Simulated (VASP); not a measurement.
# Ge (P4_122) in VASP: a series of runs, part 2 of 2

VASP 6.6.1.

## (3) Single point, PBE

This run uses another cell than the first one, of 23.65 Å³/atom, 1.174 times its volume.

File INCAR:

```
SYSTEM = Ge
  PREC = Accurate
  ENCUT = 520
  EDIFF = 1E-7
  ISMEAR = 0
  SIGMA = 0.1
  LREAL = .False.
  LASPH = .True.
  NELM = 60
  ALGO = Normal
  ISIF = 2
  LWAVE = .False.
  LCHARG = .True.
  GGA = PE
  LELF = .True.
  LVHAR = .True.
  NBANDS = 36
```

File KPOINTS:

```
Automatic mesh
0
Gamma
  10 10 12
  0 0 0
```

File POSCAR:

```
Ge
1.0
    4.8912656822      0.0000000000      0.0000000000
    0.0000000000      4.8912656822      0.0000000000
    0.0000000000      0.0000000000      3.9537524022
Ge
4
Direct
    0.3422152232      0.0000000000      0.7500000000
    0.6577847768      0.0000000000      0.2500000000
    0.0000000000      0.3422152232      0.0000000000
    0.0000000000      0.6577847768      0.5000000000
```

Potentials or basis: VASP PAW PBE potentials, release 64 (Ge_d).

Started as:

```console
$ cat potpaw_PBE.64/Ge_d/POTCAR > POTCAR
$ mpirun -np 1 vasp_std > vasp.out
```

OUTCAR:

```text
SYSTEM = Ge
   PREC = Accurate
   ENCUT = 520
   EDIFF = 1E-7
   ISMEAR = 0
   LREAL = .False.
   LASPH = .True.
   NELM = 60
   ISIF = 2
   GGA = PE

 ion  position               nearest neighbor table
   1  0.342  0.000  0.750-   2 2.51   2 2.51   4 2.57   3 2.57
   2  0.658  0.000  0.250-   1 2.51   1 2.51   4 2.57   3 2.57
   3  0.000  0.342  0.000-   4 2.51   4 2.51   1 2.57   2 2.57
   4  0.000  0.658  0.500-   3 2.51   3 2.51   1 2.57   2 2.57

  LATTYP: Found a simple tetragonal cell.
 ALAT       =     4.8912656822
 C/A-ratio  =     0.8083291032

  Lattice vectors:

 A1 = (   4.8912656822,   0.0000000000,   0.0000000000)
 A2 = (   0.0000000000,   4.8912656822,   0.0000000000)
 A3 = (   0.0000000000,   0.0000000000,   3.9537524022)

Analysis of symmetry for initial positions (statically):
=====================================================================
 Subroutine PRICEL returns:
 Original cell was already a primitive cell.

 Routine SETGRP: Setting up the symmetry group for a
 simple tetragonal supercell.

 Subroutine GETGRP returns: Found  8 space group operations
 (whereof  2 operations were pure point group operations)
 out of a pool of 16 trial point group operations.

The static configuration has the point symmetry C_2 .
 The point group associated with its full space group is D_4 .

Analysis of symmetry for dynamics (positions and initial velocities):
=====================================================================
 Subroutine PRICEL returns:
 Original cell was already a primitive cell.

 Routine SETGRP: Setting up the symmetry group for a
 simple tetragonal supercell.

 Subroutine GETGRP returns: Found  8 space group operations
 (whereof  2 operations were pure point group operations)
 out of a pool of 16 trial point group operations.

[... 115 lines left out ...]
   PSTRESS=    0.0 pullay stress
   NELECT =      56.0000    total number of electrons
   NUPDOWN=      -1.0000    fix difference up-down
   EMIN   =  10.00;   EMAX   =-10.00  energy-range for DOS
   EFERMI =   0.00;   METHOD = LEGACY
   ISMEAR =     0;   SIGMA  =   0.10  broadening in eV -4-tet -1-fermi 0-gaus
   EFERMI_NEDOS =   21; number of points for ismear=-14 and -15
   IALGO  =     38    algorithm
   IMIX   =      4    mixing-type and parameters
     AMIX     =   0.40;   BMIX     =  1.00
     AMIX_MAG =   1.60;   BMIX_MAG =  1.00
  volume/ion in A,a.u.               =      23.65       159.58
  Fermi-wavevector in a.u.,A,eV,Ry     =   1.374633  2.597680 25.709795  1.889617
  Thomas-Fermi vector in A             =   2.500042
   LORBIT       =      0    0 simple, 1 ext, 2 COOP (PROOUT), +10 PAW based schemes
   GGA     = PE    functional components
   LHFCALC =     F    Hartree Fock is set to
   AEXX    =    0.0000 exact exchange contribution
   IVDW    =     0    specifies the selected vdW correction
   LEPSILON=     F    determine dielectric tensor
   LRPA    =     F    only Hartree local field effects (RPA)
 non-spin polarized calculation
 Gauss-broadening in eV      SIGMA  =   0.10
  energy-cutoff  :      520.00
  volume of cell :       94.59
 maximum number of plane-waves:      2568
   NGX = 19   NGY = 19   NGZ = 15

 number of electron      56.0000011 magnetization

 Free energy of the ion-electron system (eV)
  ---------------------------------------------------
  ext. energy  EPLUGINS =         0.00000000
  ---------------------------------------------------
  free energy    TOTEN  =       -17.13747814 eV

  energy without entropy =      -17.13574441  energy(sigma->0) =      -17.13661127

 E-fermi :   4.5527     XC(G=0):  -9.8131

 val. band max:        4.5479925536   @ k =   0.5000   0.3000   0.0000
 cond. band min:       4.5703861898   @ k =   0.5000   0.4000   0.0000
 fundamental gap:      0.0223936361
 Fermi energy:         4.5527444686

 k-point     1 :       0.0000    0.0000    0.0000
  band No.  band energies     occupation
      1     -20.2909      2.00000
      2     -20.2909      2.00000
      3     -20.2577      2.00000
      4     -20.2330      2.00000
      5     -20.2162      2.00000
      6     -20.2059      2.00000
[... 925 lines left out ...]
     35      10.1412      0.00000
     36      11.0527      0.00000

 [... further k-points ...]
[... 5 lines left out ...]
  --------------------------------------------------------------------------------------
  -------------------------------------------------------------------------------------
  Total       -0.0162917     -0.0162917     -0.0286306      0.0000000      0.0000000      0.0000000
  in kB       -0.2759463     -0.2759463     -0.4849416      0.0000000      0.0000000      0.0000000
  external PRESSURE =      -0.3456114 kB  Pullay stress =       0.0000000 kB

 VOLUME and BASIS-vectors are now :
 -----------------------------------------------------------------------------
  energy-cutoff  :      520.00
  volume of cell :       94.59
      direct lattice vectors                 reciprocal lattice vectors
     4.891265682  0.000000000  0.000000000     0.204446061  0.000000000  0.000000000
     0.000000000  4.891265682  0.000000000     0.000000000  0.204446061  0.000000000
     0.000000000  0.000000000  3.953752402     0.000000000  0.000000000  0.252924285

 POSITION                                       TOTAL-FORCE (eV/Angst)
 -----------------------------------------------------------------------------------
      1.67387      0.00000      2.96531         0.001712     -0.000000      0.000000
      3.21740      0.00000      0.98844        -0.001712     -0.000000      0.000000
      0.00000      1.67387      0.00000         0.000000      0.001712      0.000000
      0.00000      3.21740      1.97688         0.000000     -0.001712      0.000000
 -----------------------------------------------------------------------------------
    total drift:                                0.000000     -0.000000      0.000000

  FREE ENERGIE OF THE ION-ELECTRON SYSTEM (eV)
  ---------------------------------------------------
  free  energy   TOTEN  =       -17.1374781370 eV

  energy  without entropy=      -17.1357444118  energy(sigma->0) =      -17.13661127
```

stdout:

```text
POSCAR found type information on POSCAR Ge
 POSCAR found :  1 types and       4 ions
 scaLAPACK will be used
 LDA part: xc-table for (Slater+PW92), standard interpolation
 POSCAR, INCAR and KPOINTS ok, starting setup
 FFT: planning ... GRIDC
 FFT: planning ... GRID_SOFT
 FFT: planning ... GRID
 WAVECAR not read
 entering main loop
```

Run time: 2.3 min. Hardware: 1 thread of Intel Xeon 6975P-C (Granite Rapids), shared host; peak memory 0.43 GiB.

Results:

```yaml
Free_energy: -17.1375 eV
Pressure: 0.0 GPa
Band_gap_on_the_k_mesh: zero (band 28 reaches 4.98 eV, above the bottom of band 29 at 4.23 eV)
```

Levels at points of the mesh, in eV from the Fermi level:
```csv
k point,band 24,band 25,band 26,band 27,band 28,band 29,band 30,band 31,band 32,band 33
"(0.00, 0.00, 0.00)",-6.46,-2.95,-1.53,-1.53,-0.14,0.95,0.95,3.18,3.18,3.79
"(0.50, 0.00, 0.00)",-5.60,-2.71,-2.14,-1.24,-0.98,0.42,1.35,2.33,4.26,4.81
"(0.50, 0.50, 0.00)",-4.66,-1.26,-1.09,-0.93,-0.32,-0.32,1.35,2.95,2.95,3.79
"(0.00, 0.00, 0.50)",-6.34,-2.95,-2.95,-2.55,-2.55,0.52,0.52,2.73,2.73,4.64
"(0.50, 0.00, 0.50)",-7.76,-2.78,-2.78,-1.77,-1.77,0.20,0.20,2.06,2.06,5.82
"(0.50, 0.50, 0.50)",-7.99,-5.00,-5.00,-2.11,-2.11,3.76,3.76,4.19,4.19,5.52
```
